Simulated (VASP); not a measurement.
Here is a VASP 6.6.1 calculation.

The input INCAR:

```
SYSTEM = BiTe
PREC     = Accurate       ! precision mode
ENCUT    = 520            ! plane-wave cutoff, eV
EDIFF    = 1E-6           ! SCF threshold, eV
ISMEAR   = 0              ! smearing method
SIGMA    = 0.05           ! smearing width, eV
LREAL    = .FALSE.        ! projectors in reciprocal space
LASPH    = .TRUE.         ! aspherical terms in the spheres
NELM     = 100            ! most SCF steps
ALGO     = Normal         ! electronic algorithm
ISIF     = 2              ! what is computed and relaxed
LWAVE    = .FALSE.        ! write WAVECAR
LCHARG   = .FALSE.        ! write CHGCAR
GGA      = PE             ! functional
NBANDS   = 18             ! bands
```

The input KPOINTS:

```
Automatic mesh
0
G
  6 6 6
  0 0 0
```

Contents of POSCAR:

```
BiTe
1.0
    0.0000000000      3.4733392194      3.4733392194
    3.4733392194      0.0000000000      3.4733392194
    3.4733392194      3.4733392194      0.0000000000
Bi Te
1 1
Direct
    0.0000000000      0.0000000000      0.0000000000
    0.2500000000      0.2500000000      0.2500000000
```

Potentials or basis: VASP PAW PBE potentials, release 64 (Bi_d, Te).

Launch:

```bash
$ cat potpaw_PBE.64/Bi_d/POTCAR potpaw_PBE.64/Te/POTCAR > POTCAR
$ mpirun -np 1 vasp_std > vasp.out
```

(1) Predict the pressure.

(2) What does it give for the band gap on the k mesh?

Results:

(1) 4.5 GPa.

(2) zero (an odd number of electrons rules out a gap without spin polarisation).

Caveat: the cell stands under pressure; spin-orbit coupling is left out, which moves the levels of the heavy elements; an odd number of electrons without spin polarisation forces a metal; a magnetic or distorted state may lie lower.
